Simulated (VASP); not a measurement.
Write the native input for VASP 6.6.1 that does the following.

| Item | Value |
| --- | --- |
| Task | single point |
| Functional | LDA |
| Potentials or basis | VASP PAW LDA potentials, release 64 (Li_sv, Nb_sv, O) |
| Cutoff | 520 eV |
| k mesh | 6 × 6 × 6 |
| Occupations | fermi-dirac, width 0.02 eV |
| Spin | no spin polarisation |
| Dipole correction | no |
| Further INCAR settings | ALGO = Normal; EDIFF = 1e-06; NBANDS = 45 |

The structure of LiNbO3 lies in POSCAR:

```
LiNbO3
1.0
    2.5339539575      1.4629789994      4.5624215947
   -2.5339539575      1.4629789994      4.5624215947
    0.0000000000     -2.9259579989      4.5624215947
Li Nb O
2 2 6
Direct
    0.2821129384      0.2821129384      0.2821129384
    0.7821129384      0.7821129384      0.7821129384
   -0.0015515631     -0.0015515631     -0.0015515631
    0.4984484369      0.4984484369      0.4984484369
    0.1064909101      0.3666177134      0.7181450011
    0.7181450011      0.1064909101      0.3666177134
    0.3666177134      0.7181450011      0.1064909101
    0.2181450011      0.8666177134      0.6064909101
    0.8666177134      0.6064909101      0.2181450011
    0.6064909101      0.2181450011      0.8666177134
```

One way to write it, as run:

INCAR

```
SYSTEM = LiNbO3
PREC = Accurate
ENCUT = 520
EDIFF = 1E-6
ISMEAR = -1
SIGMA = 0.02
LREAL = .False.
LASPH = .True.
NELM = 100
ALGO = Normal
ISIF = 2
LWAVE = .False.
LCHARG = .True.
GGA = CA
LELF = .True.
LVHAR = .True.
NBANDS = 45
```

KPOINTS

```
regular mesh
0
Gamma
  6 6 6
  0 0 0
```

Potentials or basis: VASP PAW LDA potentials, release 64 (Li_sv, Nb_sv, O).

Launch:

```sh
$ cat potpaw_LDA.64/Li_sv/POTCAR potpaw_LDA.64/Nb_sv/POTCAR potpaw_LDA.64/O/POTCAR > POTCAR
$ mpirun -np 1 vasp_std > vasp.out
```

Results of the run:

* Largest force: 0.056 eV/Å
* Band gap on the k mesh: 3.49 eV (least direct gap 3.51 eV)

It took 2.6 min on 1 thread of Intel(R) Xeon(R) Platinum 8259CL CPU @ 2.50GHz (Skylake/Cascade Lake), on a shared host, peak memory 0.27 GiB.
